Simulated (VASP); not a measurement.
Input of a VASP 6.6.1 run:

The input INCAR:

```
SYSTEM = S
ALGO     = Normal         ! electronic algorithm
EDIFF    = 1E-6           ! SCF threshold, eV
EDIFFG   = -0.02          ! ionic threshold
ENCUT    = 600            ! plane-wave cutoff, eV
GGA      = PS             ! functional
IBRION   = 2              ! ionic algorithm
ISIF     = 3              ! what is computed and relaxed
ISMEAR   = -1             ! smearing method
LASPH    = .TRUE.         ! aspherical terms in the spheres
LCHARG   = .FALSE.        ! write CHGCAR
LREAL    = .FALSE.        ! projectors in reciprocal space
LWAVE    = .FALSE.        ! write WAVECAR
NELM     = 60             ! most SCF steps
NSW      = 80             ! ionic steps
PREC     = Accurate       ! precision mode
SIGMA    = 0.1            ! smearing width, eV
```

The input KPOINTS:

```
k-points
0
G
  6 6 6
  0 0 0
```

POSCAR

```
S
1.0
    2.7300000000      0.0000000000      0.0000000000
    0.0000000000      2.7300000000      0.0000000000
    0.0000000000      0.0000000000      2.7300000000
S
1
Direct
    0.0000000000      0.0000000000      0.0000000000
```

Potentials or basis: VASP PAW PBE potentials, release 64 (S).

Run with:

```bash
$ cat potpaw_PBE.64/S/POTCAR > POTCAR
$ mpirun -np 1 vasp_std > vasp.out
```

(1) Predict the space group after relaxing (to 0.05 Å).

(2) Estimate the relaxed volume.

(3) Estimate the relaxed cell.

## Answers

(1) Pm-3m (No. 221).

(2) 16.09 Å³/atom.

(3) a = 2.525 Å, b = 2.525 Å, c = 2.525 Å, α = 90.00°, β = 90.00°, γ = 90.00°.

Caveat: the k points lie up to 0.41 Å⁻¹ apart in the final cell; the volume moved by over 15 % at a fixed basis, so the end points are rough; the PAW data sets were made with another functional, which shifts forces and pressure a little.
